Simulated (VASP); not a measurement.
# VOs: single point with LDA

The system is VOs.

```xyz
2
Lattice="2.7634 0.0000 0.0000 -1.3817 2.3932 0.0000 0.0000 0.0000 4.2580" Properties=species:S:1:pos:R:3 pbc="T T T"
V     1.3817    0.7977    0.0000
Os    0.0000    0.0000    2.1290
```

| Property | Result |
| --- | --- |
| Program | VASP 6.6.1 |
| Task | single point |
| Functional | LDA |
| Potentials or basis | VASP PAW LDA potentials, release 64 (V_sv, Os) |
| Cutoff | 520 eV |
| k mesh | 11 × 11 × 7 |
| Occupations | fermi-dirac, width 0.1 eV |
| Spin | collinear spin, ferromagnetic start |
| Starting moments | [0.89, 0.09] μB |
| Fixed moment | 1.1 μB |
| Dipole correction | no |
| Further INCAR settings | ALGO = Normal; EDIFF = 1e-06; NBANDS = 22 |

```
Pressure                                              : -14.0 GPa
Net moment                                            : 1.10 μB per cell
Site moments                                          : V +0.82; Os +0.14 μB
Valence electrons inside the program's atomic spheres : V 11.63; Os 7.57
```

Stress tensor (GPa, compression positive):
```
-13.21   0.00   0.00
  0.00 -13.21   0.00
  0.00   0.00 -15.49
```

Run time: 52 s on 1 thread of Intel(R) Xeon(R) Platinum 8488C (Sapphire Rapids), with other jobs on the host, peak memory 0.19 GiB.

Caveat: the total moment is fixed, so each spin has its own Fermi level.
